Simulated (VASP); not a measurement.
# SnO2 (Pnnm) in VASP: a series of runs

The runs below take SnO2 through single point, with LDA.

Program: VASP 6.6.1. These are calculated values, not measurements. Logs are shortened: lines on timing, memory, paths and dates and some standing lists are left out, and cuts for length are marked.

## 1. The cell of the first run

The typed cell holds 6 atoms: a = 4.723 Å, b = 4.731 Å, c = 3.191 Å, α = 90.00°, β = 90.00°, γ = 90.00°.

## 2. Single point, LDA

INCAR reads:

```
SYSTEM = SnO2
  ALGO = Normal
  EDIFF = 1E-7
  ENCUT = 520
  GGA = CA
  ISIF = 2
  ISMEAR = 0
  LASPH = .True.
  LCHARG = .False.
  LREAL = .False.
  LWAVE = .False.
  NBANDS = 35
  NELM = 100
  PREC = Accurate
  SIGMA = 0.1
```

KPOINTS reads:

```
k-points
0
Gamma
  4 4 6
  0 0 0
```

POSCAR reads:

```
SnO2
1.0
    4.7225687220      0.0000000000      0.0000000000
    0.0000000000      4.7305453528      0.0000000000
    0.0000000000      0.0000000000      3.1914103651
Sn O
2 4
Direct
    0.5000000000      0.5000000000      0.5000000000
    0.0000000000      0.0000000000      0.0000000000
    0.3054133996      0.3067841121      0.0000000000
    0.8054133996      0.1932158879      0.5000000000
    0.1945866004      0.8067841121      0.5000000000
    0.6945866004      0.6932158879      0.0000000000
```

Potentials or basis: VASP PAW LDA potentials, release 64 (Sn_d, O).

Run with:

```
$ cat potpaw_LDA.64/Sn_d/POTCAR potpaw_LDA.64/O/POTCAR > POTCAR
$ mpirun -np 1 vasp_std > vasp.out
```

OUTCAR:

```text
SYSTEM = SnO2
   EDIFF = 1E-7
   ENCUT = 520
   GGA = CA
   ISIF = 2
   ISMEAR = 0
   LASPH = .True.
   LREAL = .False.
   NELM = 100
   PREC = Accurate

 ion  position               nearest neighbor table
   1  0.500  0.500  0.500-   4 2.05   5 2.05   3 2.06   6 2.06   3 2.06   6 2.06   2 3.70   2 3.70
                             2 3.70   2 3.70   2 3.70   2 3.70   2 3.70   2 3.70
   2  0.000  0.000  0.000-   3 2.05   6 2.05   5 2.06   4 2.06   4 2.06   5 2.06   1 3.70   1 3.70
                             1 3.70   1 3.70   1 3.70   1 3.70   1 3.70   1 3.70
   3  0.305  0.307  0.000-   2 2.05   1 2.06   1 2.06
   4  0.805  0.193  0.500-   1 2.05   2 2.06   2 2.06
   5  0.195  0.807  0.500-   1 2.05   2 2.06   2 2.06
   6  0.695  0.693  0.000-   2 2.05   1 2.06   1 2.06

  LATTYP: Found a simple orthorhombic cell.
 ALAT       =     3.1914103651
 B/A-ratio  =     1.4797748273
 C/A-ratio  =     1.4822742335

  Lattice vectors:

 A1 = (   0.0000000000,   0.0000000000,   3.1914103651)
 A2 = (   4.7225687220,   0.0000000000,   0.0000000000)
 A3 = (   0.0000000000,   4.7305453528,   0.0000000000)

Analysis of symmetry for initial positions (statically):
=====================================================================
 Subroutine PRICEL returns:
 Original cell was already a primitive cell.

 Routine SETGRP: Setting up the symmetry group for a
 simple orthorhombic supercell.

 Subroutine GETGRP returns: Found  8 space group operations
 (whereof  4 operations were pure point group operations)
 out of a pool of  8 trial point group operations.

The static configuration has the point symmetry C_2h.
 The point group associated with its full space group is D_2h.

Analysis of symmetry for dynamics (positions and initial velocities):
=====================================================================
 Subroutine PRICEL returns:
 Original cell was already a primitive cell.

 Routine SETGRP: Setting up the symmetry group for a
 simple orthorhombic supercell.

 Subroutine GETGRP returns: Found  8 space group operations
 (whereof  4 operations were pure point group operations)
 out of a pool of  8 trial point group operations.

The dynamic configuration has the point symmetry C_2h.
 The point group associated with its full space group is D_2h.

 Subroutine INISYM returns: Found  8 space group operations
 (whereof  4 operations are pure point group operations),
 and found     1 'primitive' translations

[... 105 lines left out ...]
   NSW    =      0    number of steps for IOM
   IBRION =     -1    ionic relax: 0-MD 1-quasi-New 2-CG
   NFREE  =      0    steps in history (QN), initial steepest desc. (CG)
   ISIF   =      2    stress and relaxation
   ISYM   =      2    0-nonsym 1-usesym 2-fastsym
   POTIM  = 0.5000    time-step for ionic-motion
   TEBEG  =    0.0;   TEEND  =   0.0 temperature during run
   PSTRESS=    0.0 pullay stress
   NELECT =      52.0000    total number of electrons
   NUPDOWN=      -1.0000    fix difference up-down
   EMIN   =  10.00;   EMAX   =-10.00  energy-range for DOS
   EFERMI =   0.00;   METHOD = LEGACY
   ISMEAR =     0;   SIGMA  =   0.10  broadening in eV -4-tet -1-fermi 0-gaus
   EFERMI_NEDOS =   21; number of points for ismear=-14 and -15
   IALGO  =     38    algorithm
   IMIX   =      4    mixing-type and parameters
     AMIX     =   0.40;   BMIX     =  1.00
     AMIX_MAG =   1.60;   BMIX_MAG =  1.00
  volume/ion in A,a.u.               =      11.88        80.19
  Fermi-wavevector in a.u.,A,eV,Ry     =   1.473619  2.784736 29.545774  2.171553
  Thomas-Fermi vector in A             =   2.588490
   LORBIT       =      0    0 simple, 1 ext, 2 COOP (PROOUT), +10 PAW based schemes
   GGA     = CA    functional components
   LHFCALC =     F    Hartree Fock is set to
   AEXX    =    0.0000 exact exchange contribution
   IVDW    =     0    specifies the selected vdW correction
   LEPSILON=     F    determine dielectric tensor
   LRPA    =     F    only Hartree local field effects (RPA)
 non-spin polarized calculation
 Gauss-broadening in eV      SIGMA  =   0.10
  energy-cutoff  :      520.00
  volume of cell :       71.30
 maximum number of plane-waves:      1944
 NGX is ok and might be reduce to    36
   NGX = 17   NGY = 17   NGZ = 11

 number of electron      51.9999990 magnetization

 Free energy of the ion-electron system (eV)
  ---------------------------------------------------
  ext. energy  EPLUGINS =         0.00000000
  ---------------------------------------------------
  free energy    TOTEN  =       -42.27954200 eV

  energy without entropy =      -42.27954200  energy(sigma->0) =      -42.27954200

 E-fermi :   6.3454     XC(G=0): -11.8197

 val. band max:        5.9096739667   @ k =   0.0000   0.0000   0.0000
 cond. band min:       7.0831999616   @ k =   0.0000   0.0000   0.0000
 fundamental gap:      1.1735259948
 Fermi energy:         6.3454030332

 k-point     1 :       0.0000    0.0000    0.0000
  band No.  band energies     occupation
      1     -15.1052      2.00000
      2     -14.3311      2.00000
      3     -14.0585      2.00000
      4     -14.0394      2.00000
      5     -14.0393      2.00000
      6     -13.9602      2.00000
[... 901 lines left out ...]
     34      17.3553      0.00000
     35      18.3434      0.00000

 [... further k-points ...]

------------------------ aborting loop because EDIFF is reached ----------------------------------------

  FORCE on cell =-STRESS in cart. coord.  units (eV):
  Direction    XX          YY          ZZ          XY          YZ          ZX
  --------------------------------------------------------------------------------------
  -------------------------------------------------------------------------------------
  Total        0.2255890      0.1895835      0.4164687      0.0000000      0.0000000      0.0000000
  in kB        5.0693969      4.2602882      9.3588134      0.0000000      0.0000000      0.0000000
  external PRESSURE =       6.2294995 kB  Pullay stress =       0.0000000 kB

 VOLUME and BASIS-vectors are now :
 -----------------------------------------------------------------------------
  energy-cutoff  :      520.00
  volume of cell :       71.30
      direct lattice vectors                 reciprocal lattice vectors
     4.722568722  0.000000000  0.000000000     0.211749168  0.000000000  0.000000000
     0.000000000  4.730545353  0.000000000     0.000000000  0.211392118  0.000000000
     0.000000000  0.000000000  3.191410365     0.000000000  0.000000000  0.313341089

 POSITION                                       TOTAL-FORCE (eV/Angst)
 -----------------------------------------------------------------------------------
      2.36128      2.36527      1.59571         0.000000      0.000000      0.000000
      0.00000      0.00000      0.00000         0.000000      0.000000      0.000000
      1.44234      1.45126      0.00000        -0.013590     -0.015674     -0.000000
      3.80362      0.91402      1.59571        -0.013590      0.015674     -0.000000
      0.91895      3.81653      1.59571         0.013590     -0.015674      0.000000
      3.28023      3.27929      0.00000         0.013590      0.015674      0.000000
 -----------------------------------------------------------------------------------
    total drift:                               -0.000000      0.000000      0.000000

  FREE ENERGIE OF THE ION-ELECTRON SYSTEM (eV)
  ---------------------------------------------------
  free  energy   TOTEN  =       -42.2795420012 eV

  energy  without entropy=      -42.2795420012  energy(sigma->0) =      -42.27954200
```

OSZICAR:

```text
N       E                     dE             d eps       ncg     rms          rms(c)
DAV:   1     0.624906179863E+03    0.62491E+03   -0.25432E+04  2822   0.233E+03
DAV:   2     0.503944664533E+02   -0.57451E+03   -0.54234E+03  2736   0.606E+02
DAV:   3    -0.434463137690E+02   -0.93841E+02   -0.92482E+02  2731   0.207E+02
DAV:   4    -0.483229216184E+02   -0.48766E+01   -0.48396E+01  3214   0.505E+01
DAV:   5    -0.484520685596E+02   -0.12915E+00   -0.12898E+00  3140   0.865E+00    0.158E+01
DAV:   6    -0.423451897470E+02    0.61069E+01   -0.16991E+01  3984   0.640E+01    0.642E+00
DAV:   7    -0.423737048890E+02   -0.28515E-01   -0.19841E+00  2884   0.786E+00    0.320E+00
DAV:   8    -0.422941524405E+02    0.79552E-01   -0.21368E-01  3914   0.422E+00    0.726E-01
DAV:   9    -0.422794125653E+02    0.14740E-01   -0.32756E-02  4170   0.301E+00    0.129E-01
DAV:  10    -0.422795283997E+02   -0.11583E-03   -0.33486E-03  3421   0.468E-01    0.491E-02
DAV:  11    -0.422795415743E+02   -0.13175E-04   -0.13227E-04  3994   0.127E-01    0.211E-02
DAV:  12    -0.422795445678E+02   -0.29934E-05   -0.14000E-05  2997   0.252E-02    0.133E-02
DAV:  13    -0.422795419213E+02    0.26464E-05   -0.86786E-06  3596   0.417E-02    0.165E-03
DAV:  14    -0.422795420012E+02   -0.79880E-07   -0.88520E-07  3420   0.747E-03
   1 F= -.42279542E+02 E0= -.42279542E+02  d E =-.333923E-11
```

stdout:

```text
POSCAR found type information on POSCAR SnO
 POSCAR found :  2 types and       6 ions
 scaLAPACK will be used
 LDA part: xc-table for (Slater(with rela. corr.)+CA(PZ))
 , standard interpolation
 POSCAR, INCAR and KPOINTS ok, starting setup
 FFT: planning ... GRIDC
 FFT: planning ... GRID_SOFT
 FFT: planning ... GRID
 WAVECAR not read
 entering main loop
```

It took 1.8 min on 1 thread of AMD EPYC 7R43 (Zen 3), shared host; peak memory 0.16 GiB.

Results:

```
Free energy            : -42.2795 eV
Pressure               : 0.6 GPa
Largest force          : 0.021 eV/Å
Band gap on the k mesh : 1.17 eV, direct
```

Forces on the atoms (eV/Å):
```
Sn   0.000  0.000  0.000
Sn   0.000  0.000  0.000
O   -0.014 -0.016  0.000
O   -0.014  0.016  0.000
O    0.014 -0.016  0.000
O    0.014  0.016  0.000
```

Caveat: spin-orbit coupling is left out, which moves the levels of the heavy elements. LDA gaps usually lie below the measured ones, often by a third to a half.

## 3. Single point, LDA

This run uses another cell than the first one, of 12.59 Å³/atom, 1.059 times its volume.

INCAR reads:

```
SYSTEM = SnO2
ALGO = Normal ; EDIFF = 1E-6
ENCUT = 520 ; ISIF = 2
ISMEAR = 0 ; LASPH = .True.
LCHARG = .False. ; LREAL = .False.
LWAVE = .False. ; NBANDS = 35
NELM = 80 ; PREC = Accurate
SIGMA = 0.1
```

KPOINTS is that of step 2.

POSCAR reads:

```
SnO2
1.0
    4.7880040000      0.0000000000      0.0000000000
    0.0000000000      4.8665820000      0.0000000000
    0.0000000000      0.0000000000      3.2408980000
Sn O
2 4
Direct
    0.5000000000      0.5000000000      0.5000000000
    0.0000000000      0.0000000000      0.0000000000
    0.2918550000      0.3210420000      0.0000000000
    0.7918550000      0.1789580000      0.5000000000
    0.2081450000      0.8210420000      0.5000000000
    0.7081450000      0.6789580000      0.0000000000
```

Potentials or basis: VASP PAW LDA potentials, release 64 (Sn_d, O).

Run with:

```
$ cat potpaw_LDA.64/Sn_d/POTCAR potpaw_LDA.64/O/POTCAR > POTCAR
$ mpirun -np 1 vasp_std > vasp.out
```

Wall time 2 min (1 thread of AMD EPYC 7R43 (Zen 3), shared host); peak memory 0.16 GiB.

It converged, with:

| Quantity | Value |
| --- | --- |
| Free energy | -42.1335 eV |
| Pressure | -10.4 GPa |
| Largest force | 0.151 eV/Å |
| Band gap on the k mesh | 0.70 eV, direct |

Forces on the atoms (eV/Å):
```
Sn   0.000  0.000  0.000
Sn   0.000  0.000  0.000
O    0.151 -0.004  0.000
O    0.151  0.004  0.000
O   -0.151 -0.004  0.000
O   -0.151  0.004  0.000
```

Stress tensor (GPa, compression positive):
```
 -9.75   0.00   0.00
  0.00 -10.03   0.00
  0.00   0.00 -11.43
```

Levels at points of the mesh, in eV from the valence-band top:
| k point | band 23 | band 24 | band 25 | band 26 | band 27 | band 28 | band 29 | band 30 |
| --- | --- | --- | --- | --- | --- | --- | --- | --- |
| (0.00, 0.00, 0.00) | -1.16 | -0.64 | -0.63 | 0.00 | 0.70 | 5.53 | 5.84 | 6.00 |
| (0.50, 0.00, 0.00) | -1.14 | -1.14 | -0.44 | -0.44 | 3.73 | 3.73 | 6.41 | 6.41 |
| (0.00, 0.50, 0.00) | -1.13 | -1.13 | -0.57 | -0.57 | 3.89 | 3.89 | 6.86 | 6.86 |
| (0.50, 0.50, 0.00) | -1.26 | -1.26 | -0.73 | -0.73 | 4.20 | 4.20 | 6.99 | 6.99 |
| (0.00, 0.00, 0.50) | -1.47 | -1.47 | -1.05 | -1.05 | 5.47 | 5.47 | 9.17 | 9.17 |
| (0.50, 0.00, 0.50) | -0.83 | -0.83 | -0.73 | -0.73 | 5.77 | 5.77 | 7.57 | 7.57 |
| (0.00, 0.50, 0.50) | -1.04 | -1.04 | -0.62 | -0.62 | 5.67 | 5.67 | 7.35 | 7.35 |
| (0.50, 0.50, 0.50) | -0.85 | -0.85 | -0.66 | -0.66 | 4.25 | 4.25 | 8.41 | 8.41 |

Caveat: spin-orbit coupling is left out, which moves the levels of the heavy elements.

## 4. Single point, LDA

This run uses another cell than the first one, of 11.98 Å³/atom, 1.008 times its volume.

INCAR reads:

```
SYSTEM = SnO2
PREC = Accurate
ENCUT = 520
EDIFF = 1E-6
ISMEAR = 0
SIGMA = 0.02
LREAL = .False.
LASPH = .True.
NELM = 100
ALGO = Normal
ISIF = 2
LWAVE = .False.
LCHARG = .False.
NBANDS = 35
```

KPOINTS reads:

```
Automatic mesh
0
Gamma
  6 6 8
  0 0 0
```

POSCAR reads:

```
SnO2
1.0
    4.7419930722      0.0000000000      0.0000000000
    0.0000000000      4.7429094636      0.0000000000
    0.0000000000      0.0000000000      3.1954730973
Sn O
2 4
Direct
    0.5000000000      0.5000000000      0.5000000000
    0.0000000000      0.0000000000      0.0000000000
    0.3060446105      0.3063929253      0.0000000000
    0.8060446105      0.1936070747      0.5000000000
    0.1939553895      0.8063929253      0.5000000000
    0.6939553895      0.6936070747      0.0000000000
```

Run with:

```
$ cat potpaw_LDA.64/Sn_d/POTCAR potpaw_LDA.64/O/POTCAR > POTCAR
$ mpirun -np 1 vasp_std > vasp.out
```

It took 73 s on 1 thread of Intel Xeon Platinum 8488C (Sapphire Rapids), shared host; peak memory 0.26 GiB.

Results (log left out):

```yaml
Free_energy: -42.2807 eV
Pressure: -1.0 GPa
Largest_force: 0.020 eV/Å
Band_gap_on_the_k_mesh: 1.09 eV, direct
```

Forces on the atoms (eV/Å):
```
Sn   0.000  0.000  0.000
Sn   0.000  0.000  0.000
O   -0.013 -0.014  0.000
O   -0.013  0.014  0.000
O    0.013 -0.014  0.000
O    0.013  0.014  0.000
```

Stress tensor (GPa, compression positive):
```
-1.12  0.00  0.00
 0.00 -1.13  0.00
 0.00  0.00 -0.61
```

Levels at points of the mesh, in eV from the valence-band top:
| k point | band 23 | band 24 | band 25 | band 26 | band 27 | band 28 | band 29 | band 30 |
| --- | --- | --- | --- | --- | --- | --- | --- | --- |
| (0.00, 0.00, 0.00) | -1.28 | -0.80 | -0.80 | 0.00 | 1.09 | 5.89 | 6.04 | 6.04 |
| (0.50, 0.00, 0.00) | -1.24 | -1.24 | -0.65 | -0.65 | 4.25 | 4.25 | 6.79 | 6.79 |
| (0.00, 0.50, 0.00) | -1.24 | -1.24 | -0.65 | -0.65 | 4.25 | 4.25 | 6.79 | 6.79 |
| (0.50, 0.50, 0.00) | -1.36 | -1.36 | -0.91 | -0.91 | 4.64 | 4.64 | 7.26 | 7.26 |
| (0.00, 0.00, 0.50) | -1.70 | -1.70 | -1.27 | -1.27 | 5.96 | 5.96 | 9.46 | 9.46 |
| (0.50, 0.00, 0.50) | -1.12 | -1.12 | -0.73 | -0.73 | 6.24 | 6.24 | 7.81 | 7.81 |
| (0.00, 0.50, 0.50) | -1.13 | -1.13 | -0.73 | -0.73 | 6.24 | 6.24 | 7.80 | 7.80 |
| (0.50, 0.50, 0.50) | -0.99 | -0.99 | -0.84 | -0.84 | 4.63 | 4.63 | 8.59 | 8.59 |

Caveat: spin-orbit coupling is left out, which moves the levels of the heavy elements.

## 5. Overview

```csv
cell,k mesh,smearing,gap on the mesh (eV),pressure (GPa),largest force (eV/Å)
"a = 4.723, b = 4.731, c = 3.191 Å, 6 atoms",4 × 4 × 6,gaussian 0.1 eV,1.17,0.6,0.02
"a = 4.788, b = 4.867, c = 3.241 Å, 6 atoms",4 × 4 × 6,gaussian 0.1 eV,0.70,-10.4,0.15
"a = 4.742, b = 4.743, c = 3.195 Å, 6 atoms",6 × 6 × 8,gaussian 0.02 eV,1.09,-1.0,0.02
```

Alike in all rows: task single point; level LDA; potentials or basis VASP PAW LDA potentials, release 64 (Sn_d, O); no spin polarisation; cutoff (eV) 520.

Caveats: spin-orbit coupling is left out, which moves the levels of the heavy elements.

Total energies depend on the potentials used, so only differences within one code and one set of settings carry meaning.
